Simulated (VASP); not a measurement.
Runs of VASP 6.6.1 on La3N. The structure is that of space group Im-3m (No. 229), or close to it. The cells are those of the table. The cell was built from a structure type or drawn by symmetry, and may not be a known phase.

```tsv
task	cell	k mesh	cutoff (eV)	gap on the mesh (eV)	pressure (GPa)	relaxed volume (Å³/atom)
single point	a = 5.301 Å, angles 109.5°, 4 atoms	4 × 4 × 4	520	none	-6.1	-
single point	a = 5.042 Å, angles 109.5°, 4 atoms	4 × 4 × 4	520	none	-0.1	-
relaxation of cell and atoms	relaxed from a = 5.042 Å, angles 109.5°, 4 atoms	12 × 12 × 12	600	none	0.0	24.85
single point	a = 5.056 Å, angles 109.5°, 4 atoms	12 × 12 × 12	520	none	0.0	-
relaxation of cell and atoms	relaxed from a = 5.301 Å, angles 109.5°, 4 atoms	4 × 4 × 4	600	none	0.0	(a)
```

Alike in all rows: level PBE; potentials or basis VASP PAW PBE potentials, release 64 (La, N); no spin polarisation; smearing gaussian 0.1 eV.

Q: Estimate the missing entries.

A: (a) 24.61.

Caveats: some runs use coarse meshes; spin-orbit coupling is left out, which moves the levels of the heavy elements.

A k mesh can miss the band edges, and the runs leave out spin-orbit coupling on La.

A gap of «none» marks levels without a gap at the run's occupations.
